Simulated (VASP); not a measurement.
**FeNi3: single point with PBE**

The system is FeNi3.

```
CELL_PARAMETERS angstrom
3.52059 0.00000 0.00000
0.00000 3.52059 0.00000
0.00000 0.00000 3.52059
ATOMIC_POSITIONS crystal
Fe 0.00000 0.00000 0.00000
Ni 0.00000 0.50000 0.50000
Ni 0.50000 0.00000 0.50000
Ni 0.50000 0.50000 0.00000
```

```json
{
 "Program": "VASP 6.6.1",
 "Task": "single point",
 "Functional": "PBE",
 "Potentials or basis": "VASP PAW PBE potentials, release 64 (Fe, Ni)",
 "Cutoff": "520 eV",
 "k mesh": "12 × 12 × 12",
 "Occupations": "gaussian, width 0.05 eV",
 "Spin": "no spin polarisation",
 "Dipole correction": "no",
 "Further INCAR settings": "ALGO = Normal; EDIFF = 1e-06; NBANDS = 27"
}
```

* Pressure: -4.3 GPa
* Band gap on the k mesh: zero (bands 19 and 20 overlap by 1.06 eV)

Levels at points of the mesh, in eV from the Fermi level:
```
           k point  band 16  band 17  band 18  band 19  band 20  band 21  band 22  band 23
(0.00, 0.00, 0.00)    -0.02     0.34     0.34     0.66     0.66     0.66     2.61     2.61
(0.50, 0.00, 0.00)    -0.66    -0.66    -0.60    -0.30    -0.05    -0.02     0.65     8.13
(0.50, 0.50, 0.00)    -1.06    -0.96    -0.51    -0.40    -0.40     1.29     1.29     1.90
(0.50, 0.50, 0.50)    -0.23    -0.13    -0.13    -0.13     0.32     0.32     0.32     0.37
```

It took 2.3 min on 1 thread of Intel Xeon 8259CL, with other jobs on the host, peak memory 0.22 GiB.

Caveat: the cell stands under tension; the run has no spin polarisation, though such a crystal can be magnetic. Spin polarisation is off, so any magnetic state and its effect on volume and gap are missing.
